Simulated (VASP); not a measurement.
KNd2Sb3:

```
K Nd Sb
1.0
     4.84149    0.00000    0.00000
    -2.42074    4.19285    0.00000
     0.00000    0.00000   10.78874
K Nd Sb
1 2 3
Direct
  0.00000 0.00000 0.50000
  0.66667 0.33333 0.75227
  0.66667 0.33333 0.24773
  0.00000 0.00000 0.00000
  0.33333 0.66667 0.50000
  0.33333 0.66667 0.00000
```

The cell was generated, and may not be a known phase.

* Program: VASP 6.6.1
* Task: relaxation of cell and atoms
* Functional: PBE
* Potentials or basis: VASP PAW PBE potentials, release 64 (K_sv, Nd_3, Sb), 4f in core
* Cutoff: 500 eV
* k mesh: 4 × 4 × 2
* Occupations: gaussian, width 0.2 eV
* Spin: no spin polarisation

At the start: pressure 1.2 GPa; volume 36.50 Å³/atom.

Q: How do energy, volume and symmetry change on relaxing?

A: Over 13 steps the energy falls by 736.6 meV/atom and the volume is 30.28 Å³/atom (-17.1 %); space group P-6m2 (No. 187, to 0.1 Å) before and after.

The path:
```csv
step,energy change (eV),largest force (eV/Å),pressure (GPa),volume (Å³)
1,0.0000,0.4198,1.16,219.01
2,-2.2320,0.9736,-3.42,224.79
3,-2.7989,1.0343,-4.79,225.56
4,-2.8992,1.0354,-5.12,225.42
5,-4.2109,0.7293,-0.58,186.31
6,-4.3032,0.0543,3.40,170.84
7,-4.3388,0.3533,1.66,176.71
8,-4.3397,0.3094,1.91,175.78
9,-4.2610,0.6067,1.85,174.62
10,-4.3864,0.0042,1.77,175.43
11,-4.4132,0.1511,-0.67,184.29
12,-4.4190,0.1088,0.02,181.56
13,-4.4199,0.0517,0.01,181.65
```

Final structure:
```
K Nd Sb
1.0
     5.43493    0.00000    0.00000
    -2.71747    4.70679    0.00000
     0.00000    0.00000    7.10112
K Nd Sb
1 2 3
Direct
  0.00000 0.00000 0.50000
  0.66667 0.33333 0.76836
  0.66667 0.33333 0.23164
  0.00000 0.00000 0.00000
  0.33333 0.66667 0.50000
  0.33333 0.66667 0.00000
```

Caveat: the k points lie up to 0.44 Å⁻¹ apart in the final cell, too coarse for converged energies and pressures of a metal; the volume moved by over 15 % at a fixed basis, so the end points are rough; the relaxation stopped at a loose force limit of 0.08 eV/Å, so its end isn't a converged minimum.
